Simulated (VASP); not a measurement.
# LiF (I4/mmm) in VASP: a series of runs, part 3 of 3

VASP 6.6.1. Earlier steps stand in the parts before.

### 5 Single point, PBE (strain +0.000 along x and y, -0.050 along z)

Contents of INCAR:

```
SYSTEM = LiF
PREC     = Accurate       ! precision mode
ENCUT    = 520            ! plane-wave cutoff, eV
EDIFF    = 1E-6           ! SCF threshold, eV
ISMEAR   = 0              ! smearing method
SIGMA    = 0.05           ! smearing width, eV
LREAL    = .FALSE.        ! projectors in reciprocal space
LASPH    = .TRUE.         ! aspherical terms in the spheres
NELM     = 100            ! most SCF steps
ALGO     = Normal         ! electronic algorithm
ISIF     = 2              ! what is computed and relaxed
LWAVE    = .FALSE.        ! write WAVECAR
LCHARG   = .FALSE.        ! write CHGCAR
GGA      = PE             ! functional
NBANDS   = 12             ! bands
```

Contents of KPOINTS:

```
Automatic mesh
0
G
  10 10 10
  0 0 0
```

Contents of POSCAR:

```
LiF
1.0
    0.0000000000      2.0140000000      1.9133000000
    2.0140000000      0.0000000000      1.9133000000
    2.0140000000      2.0140000000      0.0000000000
Li F
1 1
Direct
    0.0000000000      0.0000000000      0.0000000000
    0.5000000000      0.5000000000      0.5000000000
```

Potentials or basis: VASP PAW PBE potentials, release 64 (Li_sv, F).

The run is started by

```bash
cat potpaw_PBE.64/Li_sv/POTCAR potpaw_PBE.64/F/POTCAR > POTCAR
mpirun -np 1 vasp_std > vasp.out
```

OUTCAR:

```text
SYSTEM = LiF
   PREC = Accurate
   ENCUT = 520
   EDIFF = 1E-6
   ISMEAR = 0
   LREAL = .FALSE.
   LASPH = .TRUE.
   NELM = 100
   ISIF = 2
   GGA = PE

 ion  position               nearest neighbor table
   1  0.000  0.000  0.000-   2 1.91   2 1.91   2 2.01   2 2.01   2 2.01   2 2.01
   2  0.500  0.500  0.500-   1 1.91   1 1.91   1 2.01   1 2.01   1 2.01   1 2.01

  LATTYP: Found a body centered tetragonal cell.
 ALAT       =     2.8482261146
 C/A-ratio  =     1.3435028843

  Lattice vectors:

 A1 = (   0.0000000000,  -2.0140000000,  -1.9133000000)
 A2 = (   0.0000000000,   2.0140000000,  -1.9133000000)
 A3 = (   2.0140000000,   0.0000000000,   1.9133000000)

Analysis of symmetry for initial positions (statically):
=====================================================================
 Subroutine PRICEL returns:
 Original cell was already a primitive cell.

 Routine SETGRP: Setting up the symmetry group for a
 body centered tetragonal supercell.

 Subroutine GETGRP returns: Found 16 space group operations
 (whereof 16 operations were pure point group operations)
 out of a pool of 16 trial point group operations.

The static configuration has the point symmetry D_4h.

Analysis of symmetry for dynamics (positions and initial velocities):
=====================================================================
 Subroutine PRICEL returns:
 Original cell was already a primitive cell.

 Routine SETGRP: Setting up the symmetry group for a
 body centered tetragonal supercell.

 Subroutine GETGRP returns: Found 16 space group operations
 (whereof 16 operations were pure point group operations)
 out of a pool of 16 trial point group operations.

The dynamic configuration has the point symmetry D_4h.

 Subroutine INISYM returns: Found 16 space group operations
 (whereof 16 operations are pure point group operations),
 and found     1 'primitive' translations

----------------------------------------------------------------------------------------

                                     Primitive cell

  volume of cell :      15.5214
[... 115 lines left out ...]
   LHFCALC =     F    Hartree Fock is set to
   AEXX    =    0.0000 exact exchange contribution
   IVDW    =     0    specifies the selected vdW correction
   LEPSILON=     F    determine dielectric tensor
   LRPA    =     F    only Hartree local field effects (RPA)
 non-spin polarized calculation
 Gauss-broadening in eV      SIGMA  =   0.05
  energy-cutoff  :      520.00
  volume of cell :       15.52
 maximum number of plane-waves:       435
 NGX is ok and might be reduce to    24
   NGX = 11   NGY = 11   NGZ = 11

 number of electron      10.0000000 magnetization

 number of electron       9.9999998 magnetization

 Free energy of the ion-electron system (eV)
  ---------------------------------------------------
  ext. energy  EPLUGINS =         0.00000000
  ---------------------------------------------------
  free energy    TOTEN  =        -9.60616185 eV

  energy without entropy =       -9.60616185  energy(sigma->0) =       -9.60616185

 E-fermi :  -0.3792     XC(G=0): -10.2305

 val. band max:       -0.6582392532   @ k =   0.0000   0.0000   0.0000
 cond. band min:       8.8470955160   @ k =   0.0000   0.0000   0.0000
 fundamental gap:      9.5053347692
 Fermi energy:        -0.3791751244

 k-point     1 :       0.0000    0.0000    0.0000
  band No.  band energies     occupation
      1     -41.5037      2.00000
      2     -20.8193      2.00000
      3      -0.8025      2.00000
      4      -0.6582      2.00000
      5      -0.6582      2.00000
      6       8.8471      0.00000
      7      23.5539      0.00000
      8      23.5539      0.00000
      9      24.0216      0.00000
     10      24.0216      0.00000
     11      24.4694      0.00000
     12      24.8515      0.00000
[... 331 lines left out ...]
 k-point    24 :       0.4000    0.3000    0.0000
  band No.  band energies     occupation
      1     -41.4222      2.00000
      2     -20.2164      2.00000
      3      -3.1360      2.00000
      4      -1.7006      2.00000
      5      -1.6013      2.00000
      6      13.1935      0.00000
      7      16.0522      0.00000
      8      18.6930      0.00000
      9      19.5292      0.00000
     10      20.5918      0.00000
     11      34.6183      0.00000
     12      34.8773      0.00000

 [... further k-points ...]
[... 5 lines left out ...]
  --------------------------------------------------------------------------------------
  -------------------------------------------------------------------------------------
  Total        0.4301995      0.4301995      1.0116868      0.0000000      0.0000000      0.0000000
  in kB       44.4067022     44.4067022    104.4298562      0.0000000      0.0000000      0.0000000
  external PRESSURE =      64.4144202 kB  Pullay stress =       0.0000000 kB

 VOLUME and BASIS-vectors are now :
 -----------------------------------------------------------------------------
  energy-cutoff  :      520.00
  volume of cell :       15.52
      direct lattice vectors                 reciprocal lattice vectors
     0.000000000  2.014000000  1.913300000    -0.248262165  0.248262165  0.261328595
     2.014000000  0.000000000  1.913300000     0.248262165 -0.248262165  0.261328595
     2.014000000  2.014000000  0.000000000     0.248262165  0.248262165 -0.261328595

 POSITION                                       TOTAL-FORCE (eV/Angst)
 -----------------------------------------------------------------------------------
      0.00000      0.00000      0.00000        -0.000000     -0.000000      0.000000
      2.01400      2.01400      1.91330         0.000000      0.000000     -0.000000
 -----------------------------------------------------------------------------------
    total drift:                               -0.000000     -0.000000      0.000000

  FREE ENERGIE OF THE ION-ELECTRON SYSTEM (eV)
  ---------------------------------------------------
  free  energy   TOTEN  =        -9.6061618493 eV

  energy  without entropy=       -9.6061618493  energy(sigma->0) =       -9.60616185
```

OSZICAR:

```text
N       E                     dE             d eps       ncg     rms          rms(c)
DAV:   1     0.300995940245E+02    0.30100E+02   -0.54180E+03  2576   0.854E+02
DAV:   2    -0.914602424830E+01   -0.39246E+02   -0.38406E+02  2928   0.188E+02
DAV:   3    -0.101137827184E+02   -0.96776E+00   -0.96540E+00  3172   0.257E+01
DAV:   4    -0.101218872885E+02   -0.81046E-02   -0.81041E-02  2804   0.253E+00
DAV:   5    -0.101219711882E+02   -0.83900E-04   -0.83899E-04  3156   0.196E-01    0.456E+00
DAV:   6    -0.959500067979E+01    0.52697E+00   -0.24429E+00  2772   0.984E+00    0.135E+00
DAV:   7    -0.959939216839E+01   -0.43915E-02   -0.20401E-02  3268   0.125E+00    0.853E-01
DAV:   8    -0.960606567335E+01   -0.66735E-02   -0.14282E-02  2972   0.124E+00    0.107E-01
DAV:   9    -0.960608886038E+01   -0.23187E-04   -0.92964E-04  2800   0.275E-01    0.422E-02
DAV:  10    -0.960615856726E+01   -0.69707E-04   -0.12208E-04  2832   0.876E-02    0.151E-02
DAV:  11    -0.960616089255E+01   -0.23253E-05   -0.61393E-06  3064   0.232E-02    0.236E-03
DAV:  12    -0.960616189537E+01   -0.10028E-05   -0.43790E-07  2756   0.570E-03    0.810E-04
DAV:  13    -0.960616184932E+01    0.46044E-07   -0.48205E-08  1344   0.204E-03
   1 F= -.96061618E+01 E0= -.96061618E+01  d E =-.167634E-17
```

stdout:

```text
POSCAR found type information on POSCAR LiF
 POSCAR found :  2 types and       2 ions
 scaLAPACK will be used
 LDA part: xc-table for (Slater+PW92), standard interpolation
 POSCAR, INCAR and KPOINTS ok, starting setup
 FFT: planning ... GRIDC
 FFT: planning ... GRID_SOFT
 FFT: planning ... GRID
 WAVECAR not read
 entering main loop
```

Run time: 28 s. Hardware: 1 thread of Intel Xeon 6975P-C, shared host; peak memory 0.14 GiB.

What came out:

| Property | Result |
| --- | --- |
| Free energy | -9.6062 eV |
| Band gap on the k mesh | 9.51 eV, direct |

Caveat: the cell differs from its parent crystal (strain +0.000 along x and y, -0.050 along z); the cutoff is under 1.25 times the usual one of these potentials, so pressure, stress and relaxed cells hold a basis-set (Pulay) error. A k mesh can miss the band edges.

### 6 Overview

| cell | gap on the mesh (eV) |
| --- | --- |
| a = 2.920, b = 2.920, c = 2.991 Å, angles 59.2, 59.2, 61.6°, 2 atoms | 8.23 |
| a = 2.886, b = 2.886, c = 2.991 Å, angles 58.8, 58.8, 62.4°, 2 atoms | 8.40 |
| a = 2.852, b = 2.852, c = 2.706 Å, angles 61.7, 61.7, 56.6°, 2 atoms | 9.43 |
| a = 2.778, b = 2.778, c = 2.848 Å, angles 59.2, 59.2, 61.7°, 2 atoms | 9.51 |

Alike in all rows: task single point; level PBE; potentials or basis VASP PAW PBE potentials, release 64 (Li_sv, F); no spin polarisation; k mesh 10 × 10 × 10; cutoff (eV) 520; smearing gaussian 0.05 eV.

Caveats: the cutoff is under 1.25 times the usual one of these potentials, so pressure, stress and relaxed cells hold a basis-set (Pulay) error.

Absolute energies hang on the potentials; compare differences alone.
